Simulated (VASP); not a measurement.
Set up this calculation in VASP 6.6.1, as the native input.

```yaml
Task: single point
Functional: PBEsol
Potentials_or_basis: VASP PAW PBE potentials, release 64 (Hf_pv, B)
Cutoff: 520 eV
k_mesh: 16 × 16 × 12
Occupations: gaussian, width 0.1 eV
Spin: no spin polarisation
Dipole_correction: no
Further_INCAR_settings: ALGO = Normal; EDIFF = 1e-07; NBANDS = 21
```

The structure of HfB lies in POSCAR:

```
HfB
1.0
    2.2862200584      2.2862200584      0.0000000000
   -2.2862200584      2.2862200584      0.0000000000
    0.0000000000      0.0000000000      4.8477346123
Hf B
2 2
Direct
    0.5000000000      0.5000000000      0.0000000000
    0.0000000000      0.0000000000      0.5000000000
    0.0000000000      0.0000000000      0.0000000000
    0.5000000000      0.5000000000      0.5000000000
```

This cell differs from its parent crystal: biaxial strain in the a-b plane: -4.5 %, then relaxed in part.

One way to write it, as run:

INCAR

```
SYSTEM = HfB
  PREC = Accurate
  ENCUT = 520
  EDIFF = 1E-7
  ISMEAR = 0
  SIGMA = 0.1
  LREAL = .False.
  LASPH = .True.
  NELM = 60
  ALGO = Normal
  ISIF = 2
  LWAVE = .False.
  LCHARG = .False.
  GGA = PS
  NBANDS = 21
```

KPOINTS

```
Automatic mesh
0
Gamma
  16 16 12
  0 0 0
```

Potentials or basis: VASP PAW PBE potentials, release 64 (Hf_pv, B).

Launch:

```bash
$ cat potpaw_PBE.64/Hf_pv/POTCAR potpaw_PBE.64/B/POTCAR > POTCAR
$ mpirun -np 1 vasp_std > vasp.out
```

Results of the run:

```
Pressure               : 18.7 GPa
Band gap on the k mesh : zero (bands 13 and 14 overlap by 3.62 eV)
```

Caveat: the cell differs from its parent crystal (biaxial strain in the a-b plane: -4.5 %, then relaxed in part); the cell stands under pressure; the PAW data sets were made with another functional, which shifts forces and pressure a little; spin-orbit coupling is left out, which moves the levels of the heavy elements.

Wall time 4.5 min on 1 thread of Intel Xeon 8259CL, with other jobs on the host, peak memory 0.39 GiB.
